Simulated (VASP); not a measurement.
# Ti3Al: single point with PBEsol

The system is Ti3Al.

```
CELL_PARAMETERS angstrom
2.82213 0.00000 0.00000
-1.41106 2.44404 0.00000
0.00000 0.00000 9.61951
ATOMIC_POSITIONS crystal
Ti 0.66667 0.33333 0.00000
Ti 0.33333 0.66667 0.74023
Ti 0.33333 0.66667 0.25977
Al 0.66667 0.33333 0.50000
```

This cell differs from its parent crystal: atoms shifted along a free coordinate, c/a of the conventional cell at fixed volume 3.4086.

| Property | Result |
| --- | --- |
| Program | VASP 6.6.1 |
| Task | single point |
| Functional | PBEsol |
| Potentials or basis | VASP PAW PBE potentials, release 64 (Ti_sv, Al) |
| Cutoff | 520 eV |
| k mesh | 15 × 15 × 6 |
| Occupations | gaussian, width 0.15 eV |
| Spin | no spin polarisation |

```json
{
  "Pressure": "-0.6 GPa",
  "Largest force": "0.430 eV/Å",
  "Band gap on the k mesh": "zero (an odd number of electrons rules out a gap without spin polarisation)"
}
```

Forces on the atoms (eV/Å):
```
Ti   0.000  0.000  0.000
Ti   0.000  0.000  0.430
Ti   0.000  0.000 -0.430
Al   0.000  0.000  0.000
```

Stress tensor (GPa, compression positive):
```
 1.98  0.00  0.00
 0.00  1.98  0.00
 0.00  0.00 -5.65
```

Levels at points of the mesh, in eV from the Fermi level:
| k point | band 18 | band 19 | band 20 | band 21 | band 22 | band 23 |
| --- | --- | --- | --- | --- | --- | --- |
| (0.00, 0.00, 0.00) | -0.16 | 0.08 | 1.03 | 1.03 | 1.15 | 1.15 |
| (0.00, 0.00, 0.50) | -0.18 | 0.13 | 1.04 | 1.04 | 1.14 | 1.14 |

Run time: 4.7 min on 1 thread of Intel(R) Xeon(R) 6975P-C (Granite Rapids), with other jobs on the host, peak memory 0.3 GiB.

Caveat: the stress differs along the axes, from -6 to 2 GPa; the PAW data sets were made with another functional, which shifts forces and pressure a little.
